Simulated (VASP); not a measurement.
**ZnS: single point with r2SCAN**

ZnS:

```
CELL_PARAMETERS angstrom
-0.58614 2.44560 2.44560
2.44560 -0.58614 2.44560
2.44560 2.44560 -0.58614
ATOMIC_POSITIONS crystal
Zn 0.00000 0.00000 0.00000
S 0.75000 0.75000 0.75000
```

This cell differs from its parent crystal: ratio of the length along [111] to the lengths across it x 0.71, volume and fractional coordinates fixed.

```
Program                : VASP 6.6.1
Task                   : single point
Functional             : r2SCAN
Potentials or basis    : VASP PAW PBE potentials, release 64 (Zn, S)
Cutoff                 : 520 eV
k mesh                 : 8 × 8 × 8
Occupations            : gaussian, width 0.05 eV
Spin                   : no spin polarisation
Dipole correction      : no
Further INCAR settings : ALGO = Normal; EDIFF = 1e-06; NBANDS = 16
```

| Property | Result |
| --- | --- |
| Pressure | 18.0 GPa |
| Largest force | 7.852 eV/Å |
| Band gap on the k mesh | 1.92 eV, indirect (least direct gap 1.93 eV) |

Forces in eV/Å, atoms in the order of the input:
```
Zn   4.533  4.533  4.533
S   -4.533 -4.533 -4.533
```

Stress tensor (GPa, compression positive):
```
17.99 26.28 26.28
26.28 17.99 26.28
26.28 26.28 17.99
```

Levels at points of the mesh, in eV from the valence-band top:
```csv
k point,band 6,band 7,band 8,band 9,band 10,band 11,band 12,band 13
"(0.00, 0.00, 0.00)",-6.38,-0.06,-0.06,-0.01,1.92,5.61,5.61,11.91
"(0.50, 0.00, 0.00)",-6.22,-5.08,-0.28,-0.15,4.19,6.72,7.98,11.37
"(0.50, 0.50, 0.00)",-6.19,-4.50,-3.23,-0.61,2.66,6.20,9.60,11.36
"(0.50, 0.50, 0.50)",-6.35,-4.77,-2.06,-2.06,2.30,5.83,5.83,8.57
```

Wall time 84 s on 1 thread of AMD EPYC 9R45 96-Core Processor (Zen 5) (shared host), peak memory 0.16 GiB.

Caveat: the PAW data sets were made with another functional, which shifts forces and pressure a little. A k mesh can miss the band edges.
